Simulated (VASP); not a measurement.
# Mn3Si (Fm-3m) in VASP: further runs

Mn3Si is run at these levels: LDA; tasks: single point.

Everything below comes from runs of VASP 6.6.1. Logs are shortened: lines on timing, memory, paths and dates and some standing lists are left out, and cuts for length are marked.

**1. The cell of the first run**

Symmetry: Fm-3m, No. 225, cubic system. Conventional cell: a = 5.176 Å, b = 5.176 Å, c = 5.176 Å, α = 90.00°, β = 90.00°, γ = 90.00°. Within 3.0 Å of Mn (site symmetry m-3m) lie 8 Mn at 2.24 Å and 6 Si at 2.59 Å. Within 3.0 Å of Mn (site symmetry -43m) lie 10 Mn at 2.24 to 2.59 Å and 4 Si at 2.24 Å. Within 3.0 Å of Si (site symmetry m-3m) lie 14 Mn at 2.24 to 2.59 Å.

**2. Single point, LDA, collinear spin, ferromagnetic start (8.66 Å³/atom)**

Input file INCAR:

```
SYSTEM = Mn3Si
ALGO = Normal
EDIFF = 1E-6
ENCUT = 520
GGA = CA
ISIF = 2
ISMEAR = -1
ISPIN = 2
LASPH = .TRUE.
LCHARG = .FALSE.
LMAXMIX = 4
LORBIT = 11
LREAL = .FALSE.
LWAVE = .FALSE.
MAGMOM = 4 4 4 0
NBANDS = 34
NELM = 150
PREC = Accurate
SIGMA = 0.05
```

Input file KPOINTS:

```
k-points
0
G
  10 10 10
  0 0 0
```

Input file POSCAR:

```
Mn3Si
1.0
    0.0000000000      2.5877864294      2.5877864294
    2.5877864294      0.0000000000      2.5877864294
    2.5877864294      2.5877864294      0.0000000000
Mn Si
3 1
Direct
    0.5000000000      0.5000000000      0.5000000000
    0.2500000000      0.2500000000      0.2500000000
    0.7500000000      0.7500000000      0.7500000000
    0.0000000000      0.0000000000      0.0000000000
```

Potentials or basis: VASP PAW LDA potentials, release 64 (Mn_pv, Si).

On the command line:

```bash
$ cat potpaw_LDA.64/Mn_pv/POTCAR potpaw_LDA.64/Si/POTCAR > POTCAR
$ mpirun -np 1 vasp_std > vasp.out
```

OUTCAR:

```text
SYSTEM = Mn3Si
   EDIFF = 1E-6
   ENCUT = 520
   GGA = CA
   ISIF = 2
   ISMEAR = -1
   ISPIN = 2
   LASPH = .TRUE.
   LORBIT = 11
   LREAL = .FALSE.
   NELM = 150
   PREC = Accurate

 ion  position               nearest neighbor table
   1  0.500  0.500  0.500-   2 2.24   3 2.24   2 2.24   2 2.24   2 2.24   3 2.24   3 2.24   3 2.24
                             4 2.59   4 2.59   4 2.59   4 2.59   4 2.59   4 2.59
   2  0.250  0.250  0.250-   1 2.24   4 2.24   4 2.24   4 2.24   4 2.24   1 2.24   1 2.24   1 2.24
                             3 2.59   3 2.59   3 2.59   3 2.59   3 2.59   3 2.59
   3  0.750  0.750  0.750-   1 2.24   4 2.24   1 2.24   1 2.24   1 2.24   4 2.24   4 2.24   4 2.24
                             2 2.59   2 2.59   2 2.59   2 2.59   2 2.59   2 2.59
   4  0.000  0.000  0.000-   2 2.24   3 2.24   3 2.24   3 2.24   3 2.24   2 2.24   2 2.24   2 2.24
                             1 2.59   1 2.59   1 2.59   1 2.59   1 2.59   1 2.59

  LATTYP: Found a face centered cubic cell.
 ALAT       =     5.1755728588

  Lattice vectors:

 A1 = (   0.0000000000,   2.5877864294,   2.5877864294)
 A2 = (   2.5877864294,   0.0000000000,   2.5877864294)
 A3 = (   2.5877864294,   2.5877864294,   0.0000000000)

Analysis of symmetry for initial positions (statically):
=====================================================================
 Subroutine PRICEL returns:
 Original cell was already a primitive cell.

 Routine SETGRP: Setting up the symmetry group for a
 face centered cubic supercell.

 Subroutine GETGRP returns: Found 48 space group operations
 (whereof 48 operations were pure point group operations)
 out of a pool of 48 trial point group operations.

The static configuration has the point symmetry O_h .

Analysis of symmetry for dynamics (positions and initial velocities):
=====================================================================
 Subroutine PRICEL returns:
 Original cell was already a primitive cell.

 Routine SETGRP: Setting up the symmetry group for a
 face centered cubic supercell.

 Subroutine GETGRP returns: Found 48 space group operations
 (whereof 48 operations were pure point group operations)
 out of a pool of 48 trial point group operations.

The dynamic configuration has the point symmetry O_h .

Analysis of structural, dynamic, and magnetic symmetry:
=====================================================================
 Subroutine PRICEL returns:
 Original cell was already a primitive cell.

 Routine SETGRP: Setting up the symmetry group for a
 face centered cubic supercell.

 Subroutine GETGRP returns: Found 48 space group operations
 (whereof 48 operations were pure point group operations)
 out of a pool of 48 trial point group operations.

The overall configuration has the point symmetry O_h .

 Subroutine INISYM returns: Found 48 space group operations
 (whereof 48 operations are pure point group operations),
 and found     1 'primitive' translations

----------------------------------------------------------------------------------------

                                     Primitive cell

  volume of cell :      34.6589

  direct lattice vectors                    reciprocal lattice vectors
     0.000000000  2.587786429  2.587786429    -0.193215327  0.193215327  0.193215327
     2.587786429  0.000000000  2.587786429     0.193215327 -0.193215327  0.193215327
     2.587786429  2.587786429  0.000000000     0.193215327  0.193215327 -0.193215327

  length of vectors
     3.659682665  3.659682665  3.659682665     0.334658762  0.334658762  0.334658762

  position of ions in fractional coordinates (direct lattice)
     0.500000000  0.500000000  0.500000000
     0.250000000  0.250000000  0.250000000
     0.750000000  0.750000000  0.750000000
     0.000000000  0.000000000  0.000000000

  ion indices of the primitive-cell ions
   primitive index   ion index
                 1           1
                 2           2
                 3           3
                 4           4

----------------------------------------------------------------------------------------

 KPOINTS: k-points

Automatic generation of k-mesh.
 Grid dimensions read from file:
 generate k-points for:   10   10   10

 Generating k-lattice:

  Cartesian coordinates                     Fractional coordinates (reciprocal lattice)
    -0.019321533  0.019321533  0.019321533     0.100000000  0.000000000  0.000000000
     0.019321533 -0.019321533  0.019321533     0.000000000  0.100000000  0.000000000
     0.019321533  0.019321533 -0.019321533     0.000000000  0.000000000  0.100000000

  Length of vectors
     0.033465876  0.033465876  0.033465876

  Shift w.r.t. Gamma in fractional coordinates (k-lattice)
     0.000000000  0.000000000  0.000000000

 Subroutine IBZKPT returns following result:
 ===========================================

 Found     47 irreducible k-points:

 Following reciprocal coordinates:
            Coordinates               Weight
  0.000000  0.000000  0.000000      1.000000
  0.100000  0.000000  0.000000      8.000000
  0.200000  0.000000  0.000000      8.000000
  0.300000  0.000000  0.000000      8.000000
  0.400000  0.000000  0.000000      8.000000
  0.500000  0.000000  0.000000      4.000000
[... 16 lines left out ...]
  0.300000  0.300000  0.000000      6.000000
  0.400000  0.300000  0.000000     24.000000
 [... further k-points ...]
   k-points           NKPTS =     47   k-points in BZ     NKDIM =     47   number of bands    NBANDS=     34
   number of dos      NEDOS =    301   number of ions     NIONS =      4
   total plane-waves  NPLWV =  21952
   dimension x,y,z NGX =    28 NGY =   28 NGZ =   28
   dimension x,y,z NGXF=    56 NGYF=   56 NGZF=   56
   ions per type =               3   1
   NGX,Y,Z   is equivalent  to a cutoff of  12.72, 12.72, 12.72 a.u.
   NGXF,Y,Z  is equivalent  to a cutoff of  25.44, 25.44, 25.44 a.u.
 SYSTEM =  Mn3Si
   PREC   = accura    normal or accurate (medium, high low for compatibility)
   ISTART =      0    job   : 0-new  1-cont  2-samecut
   ICHARG =      2    charge: 1-file 2-atom 10-const
   ISPIN  =      2    spin polarized calculation?
   LNONCOLLINEAR =      F non collinear calculations
   LSORBIT =      F    spin-orbit coupling
   LASPH  =      T    aspherical Exc in radial PAW
   ENCUT  =  520.0 eV  38.22 Ry    6.18 a.u.   6.80  6.80  6.80*2*pi/ulx,y,z
   NELM   =    150;   NELMIN=  2; NELMDL= -5     # of ELM steps
   EDIFF  = 0.1E-05   stopping-criterion for ELM
   LREAL  =      F    real-space projection
   EDIFFG = 0.1E-04   stopping-criterion for IOM
   NSW    =      0    number of steps for IOM
   IBRION =     -1    ionic relax: 0-MD 1-quasi-New 2-CG
   NFREE  =      0    steps in history (QN), initial steepest desc. (CG)
   ISIF   =      2    stress and relaxation
   ISYM   =      2    0-nonsym 1-usesym 2-fastsym
   POTIM  = 0.5000    time-step for ionic-motion
   TEBEG  =    0.0;   TEEND  =   0.0 temperature during run
   PSTRESS=    0.0 pullay stress
   NELECT =      43.0000    total number of electrons
   NUPDOWN=      -1.0000    fix difference up-down
   EMIN   =  10.00;   EMAX   =-10.00  energy-range for DOS
   EFERMI =   0.00;   METHOD = LEGACY
   ISMEAR =    -1;   SIGMA  =   0.05  broadening in eV -4-tet -1-fermi 0-gaus
   EFERMI_NEDOS =   21; number of points for ismear=-14 and -15
   IALGO  =     38    algorithm
   IMIX   =      4    mixing-type and parameters
     AMIX     =   0.40;   BMIX     =  1.00
     AMIX_MAG =   1.60;   BMIX_MAG =  1.00
  volume/ion in A,a.u.               =       8.66        58.47
  Fermi-wavevector in a.u.,A,eV,Ry     =   1.759108  3.324232 42.102707  3.094462
  Thomas-Fermi vector in A             =   2.828135
   LORBIT       =     11    0 simple, 1 ext, 2 COOP (PROOUT), +10 PAW based schemes
   GGA     = CA    functional components
   LHFCALC =     F    Hartree Fock is set to
   AEXX    =    0.0000 exact exchange contribution
   IVDW    =     0    specifies the selected vdW correction
   LEPSILON=     F    determine dielectric tensor
   LRPA    =     F    only Hartree local field effects (RPA)
 spin polarized calculation
  energy-cutoff  :      520.00
  volume of cell :       34.66
 maximum number of plane-waves:       951
   NGX = 13   NGY = 13   NGZ = 13

 number of electron      43.0000000 magnetization      12.0000000

 number of electron      42.9999985 magnetization       0.2293824

 Free energy of the ion-electron system (eV)
  ---------------------------------------------------
  ext. energy  EPLUGINS =         0.00000000
  ---------------------------------------------------
  free energy    TOTEN  =       -36.38506816 eV

  energy without entropy =      -36.34807565  energy(sigma->0) =      -36.36657191

 E-fermi :  14.8170     XC(G=0): -15.1527

 val. band max:       14.8131887694   @ k =   0.4000   0.3000   0.0000
 cond. band min:      14.8191837449   @ k =   0.4000   0.2000   0.1000
 fundamental gap:      0.0059949755
 Fermi energy:        14.8170462092

 spin component 1

 k-point     1 :       0.0000    0.0000    0.0000
  band No.  band energies     occupation
      1     -33.7096      1.00000
      2     -33.7096      1.00000
      3     -33.7096      1.00000
      4     -32.8281      1.00000
      5     -32.8281      1.00000
      6     -32.8281      1.00000
[... 25 lines left out ...]
     32      22.6349      0.00000
     33      27.2990      0.00000

 k-point     2 :       0.1000    0.0000    0.0000
  band No.  band energies     occupation
      1     -33.7173      1.00000
      2     -33.7173      1.00000
      3     -33.7162      1.00000
      4     -32.8169      1.00000
      5     -32.8169      1.00000
      6     -32.8015      1.00000
[... 25 lines left out ...]
     32      22.6501      0.00000
     33      26.7833      0.00000
[... 754 lines left out ...]
     32      25.2554      0.00000
     33      27.5275      0.00000

 k-point    24 :       0.4000    0.3000    0.0000
  band No.  band energies     occupation
      1     -33.8451      1.00000
      2     -33.8422      1.00000
      3     -33.6431      1.00000
      4     -32.8046      1.00000
      5     -32.6581      1.00000
      6     -32.6541      1.00000
[... 25 lines left out ...]
     32      25.9825      0.00000
     33      28.0217      0.00000

 [... further k-points ...]

 spin component 2

 k-point     1 :       0.0000    0.0000    0.0000
  band No.  band energies     occupation
      1     -33.5371      1.00000
      2     -33.5371      1.00000
      3     -33.5371      1.00000
      4     -32.8116      1.00000
      5     -32.8116      1.00000
      6     -32.8116      1.00000
[... 25 lines left out ...]
     32      22.6871      0.00000
     33      27.3349      0.00000

 k-point     2 :       0.1000    0.0000    0.0000
  band No.  band energies     occupation
      1     -33.5462      1.00000
      2     -33.5462      1.00000
      3     -33.5459      1.00000
      4     -32.7997      1.00000
      5     -32.7997      1.00000
      6     -32.7819      1.00000
[... 25 lines left out ...]
     32      22.6953      0.00000
     33      26.8207      0.00000
[... 754 lines left out ...]
     32      25.2662      0.00000
     33      27.5516      0.00000

 k-point    24 :       0.4000    0.3000    0.0000
  band No.  band energies     occupation
      1     -33.6937      1.00000
      2     -33.6906      1.00000
      3     -33.4623      1.00000
      4     -32.7799      1.00000
      5     -32.6258      1.00000
      6     -32.6185      1.00000
[... 25 lines left out ...]
     32      26.0029      0.00000
     33      28.0662      0.00000

 [... further k-points ...]

 [bands above 33 left out]

------------------------ aborting loop because EDIFF is reached ----------------------------------------

  FORCE on cell =-STRESS in cart. coord.  units (eV):
  Direction    XX          YY          ZZ          XY          YZ          ZX
  --------------------------------------------------------------------------------------
  -------------------------------------------------------------------------------------
  Total       15.7269295     15.7269295     15.7269295     -0.0000000      0.0000000     -0.0000000
  in kB      727.0080718    727.0080718    727.0080718     -0.0000000      0.0000000     -0.0000000
  external PRESSURE =     727.0080718 kB  Pullay stress =       0.0000000 kB

 VOLUME and BASIS-vectors are now :
 -----------------------------------------------------------------------------
  energy-cutoff  :      520.00
  volume of cell :       34.66
      direct lattice vectors                 reciprocal lattice vectors
     0.000000000  2.587786429  2.587786429    -0.193215327  0.193215327  0.193215327
     2.587786429  0.000000000  2.587786429     0.193215327 -0.193215327  0.193215327
     2.587786429  2.587786429  0.000000000     0.193215327  0.193215327 -0.193215327

 POSITION                                       TOTAL-FORCE (eV/Angst)
 -----------------------------------------------------------------------------------
      2.58779      2.58779      2.58779        -0.000000      0.000000     -0.000000
      1.29389      1.29389      1.29389         0.000000      0.000000     -0.000000
      3.88168      3.88168      3.88168         0.000000     -0.000000      0.000000
      0.00000      0.00000      0.00000        -0.000000      0.000000     -0.000000
 -----------------------------------------------------------------------------------
    total drift:                                0.000000      0.000000      0.000000

  FREE ENERGIE OF THE ION-ELECTRON SYSTEM (eV)
  ---------------------------------------------------
  free  energy   TOTEN  =       -36.3850681640 eV

  energy  without entropy=      -36.3480756513  energy(sigma->0) =      -36.36657191

 total charge

# of ion       s       p       d       tot
------------------------------------------
    1        0.497   6.586   5.390  12.473
    2        0.451   6.570   5.605  12.627
    3        0.451   6.570   5.605  12.627
    4        0.764   1.098   0.000   1.862
--------------------------------------------------
tot          2.164  20.824  16.601  39.589

 magnetization (x)

# of ion       s       p       d       tot
------------------------------------------
    1        0.001   0.002   0.189   0.191
    2        0.000  -0.001   0.016   0.015
    3        0.000  -0.001   0.016   0.015
    4        0.002   0.000   0.000   0.002
--------------------------------------------------
tot          0.003   0.001   0.220   0.224
```

It took 71 s on 1 thread of Intel Xeon 6975P-C (Granite Rapids), shared host; peak memory 0.19 GiB.

Results:

* Free energy: -36.3851 eV
* Pressure: 72.7 GPa
* Net moment: 0.23 μB per cell
* Site moments: Mn +0.19, +0.01 (each value once); Si +0.00 μB
* Valence electrons inside the program's atomic spheres: Mn 12.47, 12.63 (each value once); Si 1.86

Levels at points of the mesh, in eV from the Fermi level:
Spin up:
```
           k point  band 19  band 20  band 21  band 22  band 23  band 24  band 25  band 26
(0.00, 0.00, 0.00)     0.42     0.42     0.42     0.55     0.55     1.47     1.47     6.36
(0.50, 0.00, 0.00)    -1.41    -1.41    -1.13     0.43     0.43     0.76     0.76     1.27
(0.50, 0.50, 0.00)    -2.14    -0.55    -0.55     0.11     0.41     0.45     1.12     1.12
```
Spin down:
```csv
k point,band 19,band 20,band 21,band 22,band 23,band 24
"(0.00, 0.00, 0.00)",0.44,0.44,0.44,0.71,0.71,1.49
"(0.50, 0.00, 0.00)",-1.40,-1.40,-1.12,0.59,0.59,0.82
"(0.50, 0.50, 0.00)",-1.95,-0.53,-0.53,0.31,0.43,0.53
```

Caveat: the cell stands under pressure.

**3. Single point, LDA, collinear spin, ferromagnetic start (9.37 Å³/atom)**

This run uses another cell than the first one, of 9.37 Å³/atom.

Input file INCAR:

```
SYSTEM = Mn3Si
PREC = Accurate
ENCUT = 520
EDIFF = 1E-6
ISMEAR = -1
SIGMA = 0.05
LREAL = .FALSE.
LASPH = .TRUE.
NELM = 150
ALGO = Normal
ISIF = 2
LWAVE = .FALSE.
LCHARG = .TRUE.
ISPIN = 2
MAGMOM = 4 4 4 0
LORBIT = 11
LMAXMIX = 4
GGA = CA
LELF = .TRUE.
LVHAR = .TRUE.
NBANDS = 34
```

Input file KPOINTS:

```
regular mesh
0
G
  10 10 10
  0 0 0
```

Input file POSCAR:

```
Mn3Si
1.0
    0.0000000000      2.6559171306      2.6559171306
    2.6559171306      0.0000000000      2.6559171306
    2.6559171306      2.6559171306      0.0000000000
Mn Si
3 1
Direct
    0.5000000000      0.5000000000      0.5000000000
    0.2500000000      0.2500000000      0.2500000000
    0.7500000000      0.7500000000      0.7500000000
    0.0000000000      0.0000000000      0.0000000000
```

Potentials or basis: VASP PAW LDA potentials, release 64 (Mn_pv, Si).

On the command line:

```bash
$ cat potpaw_LDA.64/Mn_pv/POTCAR potpaw_LDA.64/Si/POTCAR > POTCAR
$ mpirun -np 1 vasp_std > vasp.out
```

OUTCAR:

```text
SYSTEM = Mn3Si
   PREC = Accurate
   ENCUT = 520
   EDIFF = 1E-6
   ISMEAR = -1
   LREAL = .FALSE.
   LASPH = .TRUE.
   NELM = 150
   ISIF = 2
   ISPIN = 2
   LORBIT = 11
   GGA = CA

 ion  position               nearest neighbor table
   1  0.500  0.500  0.500-   2 2.30   2 2.30   2 2.30   2 2.30   3 2.30   3 2.30   3 2.30   3 2.30
                             4 2.66   4 2.66   4 2.66   4 2.66   4 2.66   4 2.66
   2  0.250  0.250  0.250-   4 2.30   4 2.30   4 2.30   1 2.30   4 2.30   1 2.30   1 2.30   1 2.30
                             3 2.66   3 2.66   3 2.66   3 2.66   3 2.66   3 2.66
   3  0.750  0.750  0.750-   1 2.30   1 2.30   1 2.30   1 2.30   4 2.30   4 2.30   4 2.30   4 2.30
                             2 2.66   2 2.66   2 2.66   2 2.66   2 2.66   2 2.66
   4  0.000  0.000  0.000-   3 2.30   3 2.30   3 2.30   2 2.30   3 2.30   2 2.30   2 2.30   2 2.30
[... 1969 lines left out ...]
 -----------------------------------------------------------------------------------
      2.65592      2.65592      2.65592        -0.000000     -0.000000     -0.000000
      1.32796      1.32796      1.32796        -0.000000     -0.000000     -0.000000
      3.98388      3.98388      3.98388         0.000000      0.000000      0.000000
      0.00000      0.00000      0.00000        -0.000000     -0.000000     -0.000000
 -----------------------------------------------------------------------------------
    total drift:                                0.000000      0.000000      0.000000

  FREE ENERGIE OF THE ION-ELECTRON SYSTEM (eV)
  ---------------------------------------------------
  free  energy   TOTEN  =       -37.3242864631 eV

  energy  without entropy=      -37.2862125066  energy(sigma->0) =      -37.30524948

 total charge

# of ion       s       p       d       tot
------------------------------------------
    1        0.461   6.513   5.296  12.270
    2        0.416   6.503   5.487  12.406
    3        0.416   6.503   5.487  12.406
    4        0.750   1.037   0.000   1.787
--------------------------------------------------
tot          2.043  20.556  16.270  38.869

 magnetization (x)

# of ion       s       p       d       tot
------------------------------------------
    1        0.005   0.009   1.069   1.082
    2       -0.000  -0.004   0.042   0.037
    3       -0.000  -0.004   0.042   0.037
    4        0.012   0.002   0.000   0.014
--------------------------------------------------
tot          0.016   0.003   1.152   1.171
```

Run time: 66 s. Hardware: 1 thread of Intel Xeon 6975P-C (Granite Rapids), shared host; peak memory 0.2 GiB.

What came out:

* Free energy: -37.3243 eV
* Pressure: 34.7 GPa
* Net moment: 1.20 μB per cell
* Site moments: Mn +1.08, +0.04 (each value once); Si +0.01 μB
* Valence electrons inside the program's atomic spheres: Mn 12.27, 12.41 (each value once); Si 1.79

Caveat: the cell stands under pressure.

[end of part 1 of 2]
